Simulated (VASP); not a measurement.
Set up this calculation in VASP 6.6.1, as the native input.

- Task: single point
- Functional: PBEsol
- Potentials or basis: VASP PAW PBE potentials, release 64 (Sb)
- Cutoff: 520 eV
- k mesh: 12 × 12 × 12
- Occupations: gaussian, width 0.1 eV
- Spin: no spin polarisation
- Dipole correction: no
- Further INCAR settings: ALGO = Normal; EDIFF = 1e-07; NBANDS = 18

The structure of Sb lies in POSCAR:

```
Sb
1.0
   -4.0654747380      4.0654747380      2.0433109868
    4.0654747380     -4.0654747380      2.0433109868
    4.0654747380      4.0654747380     -2.0433109868
Sb
4
Direct
    0.3487369400      0.1512630600      0.5000000000
    0.8487369400      0.3487369400      0.1974738800
    0.6512630600      0.8487369400      0.5000000000
    0.1512630600      0.6512630600      0.8025261200
```

This cell differs from its parent crystal: functional PBEsol, strained.

The input as run:

INCAR

```
  ALGO = Normal
  EDIFF = 1E-7
  ENCUT = 520
  GGA = PS
  ISIF = 2
  ISMEAR = 0
  LASPH = T
  LCHARG = F
  LREAL = F
  LWAVE = F
  NBANDS = 18
  NELM = 80
  PREC = Accurate
  SIGMA = 0.1
```

KPOINTS

```
k-points
0
Gamma
  12 12 12
```

Potentials or basis: VASP PAW PBE potentials, release 64 (Sb).

Run with:

```console
$ cat potpaw_PBE.64/Sb/POTCAR > POTCAR
$ mpirun -np 1 vasp_std > vasp.out
```

Results of the run:

| Item | Value |
| --- | --- |
| Pressure | -1.9 GPa |
| Largest force | 0.124 eV/Å |
| Band gap on the k mesh | zero (band 10 reaches 6.44 eV, above the bottom of band 11 at 4.77 eV) |

Caveat: the cell differs from its parent crystal (functional PBEsol, strained); the PAW data sets were made with another functional, which shifts forces and pressure a little; spin-orbit coupling is left out, which moves the levels of the heavy elements.

Run time: 5.9 min on 1 thread of Intel(R) Xeon(R) Platinum 8488C (Sapphire Rapids), on a shared host, peak memory 0.52 GiB.
